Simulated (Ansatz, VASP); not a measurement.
## WSe2 in VASP and in Ansatz

```xyz
6
Lattice="3.2242 0.0000 0.0000 -1.6121 2.7922 0.0000 0.0000 0.0000 12.9700" Properties=species:S:1:pos:R:3 pbc="T T T"
W     0.0000    1.8615    3.2425
W     1.6121    0.9307    9.7275
Se    0.0000    1.8615    8.0544
Se    1.6121    0.9307    1.5694
Se    0.0000    1.8615   11.4006
Se    1.6121    0.9307    4.9156
```

Change from the starting cell: equal xx and yy strain of -2 %.

Alike in both runs: task single point; functional PBEsol; k mesh 11 × 11 × 3; occupations fermi-dirac, width 0.08 eV; no spin polarisation.

|  | VASP | Ansatz |
| --- | --- | --- |
| version | VASP 6.6.1 | Ansatz 0.2.0 |
| potentials or method | VASP PAW PBE potentials, release 64 (W_sv, Se), cutoff 520 eV | all-electron LAPW, scalar-relativistic |

Ansatz gave:

| Item | Value |
| --- | --- |
| pressure (GPa) | 4.6 |
| traceless stress, the component that is largest in VASP (GPa) | -0.75 |
| rms of the force components (eV/Å) | 0.154 |

**Question.** Estimate VASP's values.

**Answer.** Pressure (GPa): 5.0; traceless stress, the component that is largest in VASP (GPa): -0.63; rms of the force components (eV/Å): 0.184.

VASP's potentials were made for PBE, not for PBEsol. Atom by atom the forces differ by 0.030 eV/Å (rms over components). Ansatz ran all-electron here, and VASP with PAW potentials.

Neither program's run includes spin-orbit coupling.
